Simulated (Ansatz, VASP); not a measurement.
One calculation of Ti, two programs

```xyz
2
Lattice="2.8670 0.0000 0.0000 -1.4335 2.4829 0.0000 0.0000 0.0000 4.5199" Properties=species:S:1:pos:R:3 pbc="T T T"
Ti    0.0000    1.6553    1.1300
Ti    1.4335    0.8276    3.3899
```

Alike in both runs: task relaxation of cell and atoms; functional LDA; k mesh 18 × 18 × 10; occupations gaussian, width 0.1 eV; no spin polarisation.

```csv
,VASP,Ansatz
version,VASP 6.6.1,Ansatz 0.2.0
potentials or method,"VASP PAW LDA potentials, release 64 (Ti_sv), cutoff 600 eV","scalar-relativistic, plane waves, PAW"
valence electrons in the cell,24,24
```

|  | VASP | Ansatz | Ansatz less VASP |
| --- | --- | --- | --- |
| gap on the k mesh at the Fermi level, each at its own relaxed structure (eV) | none | none | - |
| relaxed volume (Å³/atom) | 16.08 | 16.11 | +0.027 |
| relaxed cell length with the largest relative difference (Å) | 4.532 | 4.535 | +0.0028 |

Ansatz warns that its potentials were made for another functional, while VASP's fit it. LDA's correlation is that of Perdew and Zunger in VASP and of Perdew and Wang (1992) in Ansatz. A gap of «none» marks a metal or a gap that the smearing closes.
